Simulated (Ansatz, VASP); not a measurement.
**Two plane-wave programs on CsI**

```
Cs I
1.0
     4.40219    0.00000    0.00000
     0.00000    4.40219    0.00000
     0.00000    0.00000    4.40219
Cs I
1 1
Cartesian
  0.0000 0.0000 0.0000
  2.2011 2.2011 2.2011
```

Alike in both runs: functional LDA; k mesh 6 × 6 × 6; occupations gaussian, width 0.02 eV; no spin polarisation.

Ansatz relaxed the structure, and its values are those at the end. VASP's run is a single point on that final structure, the one shown.

|  | VASP | Ansatz |
| --- | --- | --- |
| version | VASP 6.6.1 | Ansatz 0.2.0 |
| potentials or method | VASP PAW LDA potentials, release 64 (Cs_sv, I), cutoff 500 eV | scalar-relativistic, plane waves, PAW |
| valence electrons in the cell | 16 | 26 |

|  | VASP | Ansatz | Ansatz less VASP |
| --- | --- | --- | --- |
| gap on the k mesh at the Fermi level (eV) | 3.77 | 3.81 | +0.035 |
| least direct gap on the mesh (eV) | 3.83 | 3.86 | +0.030 |
| pressure (GPa) | 0.1 | 0.0 | -0.08 |

LDA's correlation is that of Perdew and Zunger in VASP and of Perdew and Wang (1992) in Ansatz. VASP's potentials hold 16 valence electrons a cell and Ansatz's 26, so a difference there can come from the potentials and not from the codes.

Neither program's run includes spin-orbit coupling.
